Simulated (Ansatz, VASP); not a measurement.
**One calculation of LaBeAsO, two programs**

```xyz
8
Lattice="3.9643 0.0000 0.0000 0.0000 3.9643 0.0000 0.0000 0.0000 8.8989" Properties=species:S:1:pos:R:3 pbc="T T T"
La    0.9911    0.9911    1.2711
La    2.9732    2.9732    7.6278
Be    2.9732    0.9911    4.4495
Be    0.9911    2.9732    4.4495
As    0.9911    0.9911    5.7383
As    2.9732    2.9732    3.1606
O     2.9732    0.9911    0.0000
O     0.9911    2.9732    0.0000
```

Alike in both runs: functional r2SCAN; k mesh 5 × 5 × 2; occupations gaussian, width 0.1 eV; no spin polarisation.

Ansatz relaxed the structure, and its values are those at the end. VASP's run is a single point on that final structure, the one shown.

|  | VASP | Ansatz |
| --- | --- | --- |
| version | VASP 6.6.1 | Ansatz 0.2.0 |
| potentials or method | VASP PAW PBE potentials, release 64 (La, Be, As, O), cutoff 520 eV | PAW plane waves |
| valence electrons in the cell | 48 | 68 |

|  | VASP | Ansatz | Ansatz less VASP |
| --- | --- | --- | --- |
| gap on the k mesh at the Fermi level (eV) | 1.34 | 1.34 | 0.000 |
| pressure (GPa) | -0.1 | 0.0 | +0.14 |
| rms of the force components (eV/Å) | 0.015 | 0.000 | -0.0150 |

VASP's potentials were made for PBE, not for r2SCAN. The functional is the same, so the differences come from potentials, cutoffs and numerics. VASP's potentials hold 48 valence electrons a cell and Ansatz's 68, so a difference there can come from the potentials and not from the codes.

Spin-orbit coupling is off throughout.
